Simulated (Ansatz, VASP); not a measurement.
**Two plane-wave programs on AlN**

INCAR

```
SYSTEM = AlN
ALGO = Normal
EDIFF = 1E-6
ENCUT = 600
GGA = PE
GGA_COMPAT = .False.
ISIF = 2
ISMEAR = 0
LASPH = .True.
LCHARG = .False.
LREAL = .False.
LWAVE = .False.
NBANDS = 11
NELM = 120
PREC = Accurate
SIGMA = 0.02
```

Contents of KPOINTS:

```
k-points
0
Gamma
  6 6 6
  0 0 0
```

Contents of POSCAR:

```
AlN
1.0
    0.0000000000      2.2015000000      2.2015000000
    2.2015000000      0.0000000000      2.2015000000
    2.2015000000      2.2015000000      0.0000000000
Al N
1 1
Direct
    0.0000000000      0.0000000000      0.0000000000
    0.2500000000      0.2500000000      0.2500000000
```

Input for Ansatz:

```yaml
crystal:
  lattice:
    - [0.0, 2.2015, 2.2015]
    - [2.2015, 0.0, 2.2015]
    - [2.2015, 2.2015, 0.0]
  atoms:
    - { symbol: Al, position: [0.0, 0.0, 0.0] }
    - { symbol: "N", position: [0.25, 0.25, 0.25] }
basis:
  ecutwfc: 420
kpoints:
  mp_grid: { grid: [6, 6, 6] }
hamiltonian:
  xc: pbe
scf:
  occupations: { method: gaussian, width: 0.02 }
output:
  forces: true
  stress: true
  eigenvalues: true
  write_density: true
  write_potential: true
  elf: true
  volumetric_format: npy
```

Alike in both runs: task single point; functional PBE; k mesh 6 × 6 × 6; occupations gaussian, width 0.02 eV; no spin polarisation.

```csv
,VASP,Ansatz
version,VASP 6.6.1,Ansatz 0.2.0
potentials or method,"VASP PAW PBE potentials, release 64 (Al, N), cutoff 600 eV","scalar-relativistic, plane waves, PAW"
valence electrons in the cell,8,8
```

|  | VASP | Ansatz | Ansatz less VASP |
| --- | --- | --- | --- |
| gap on the k mesh at the Fermi level (eV) | 3.30 | 3.31 | +0.007 |
| least direct gap on the mesh (eV) | 3.98 | 3.98 | -0.009 |
| pressure (GPa) | -0.4 | 0.0 | +0.40 |

The functional is the same, so the differences come from potentials, cutoffs and numerics.
